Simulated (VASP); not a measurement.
Input of a VASP 6.6.1 run:

File INCAR:

```
SYSTEM = ZnSe
PREC = Accurate
ENCUT = 520
EDIFF = 1E-6
ISMEAR = 0
SIGMA = 0.01
LREAL = .False.
LASPH = .True.
NELM = 60
ALGO = Normal
ISIF = 2
LWAVE = .False.
LCHARG = .True.
GGA = PE
LELF = .True.
LVHAR = .True.
NBANDS = 16
```

File KPOINTS:

```
regular mesh
0
Gamma
  8 8 8
  0 0 0
```

Contents of POSCAR:

```
ZnSe
1.0
    0.0000000000      2.8324206844      2.8324206844
    2.8324206844      0.0000000000      2.8324206844
    2.8324206844      2.8324206844      0.0000000000
Zn Se
1 1
Direct
    0.0000000000      0.0000000000      0.0000000000
    0.2500000000      0.2500000000      0.2500000000
```

Potentials or basis: VASP PAW PBE potentials, release 64 (Zn, Se).

Command:

```console
$ cat potpaw_PBE.64/Zn/POTCAR potpaw_PBE.64/Se/POTCAR > POTCAR
$ mpirun -np 1 vasp_std > vasp.out
```

**Question.** Predict the band gap on the k mesh.

**Answer.** 1.30 eV, direct.

**Question.** What does it give for the pressure?

**Answer.** 2.4 GPa.

PBE gaps usually lie below the measured ones, often by a third to a half.
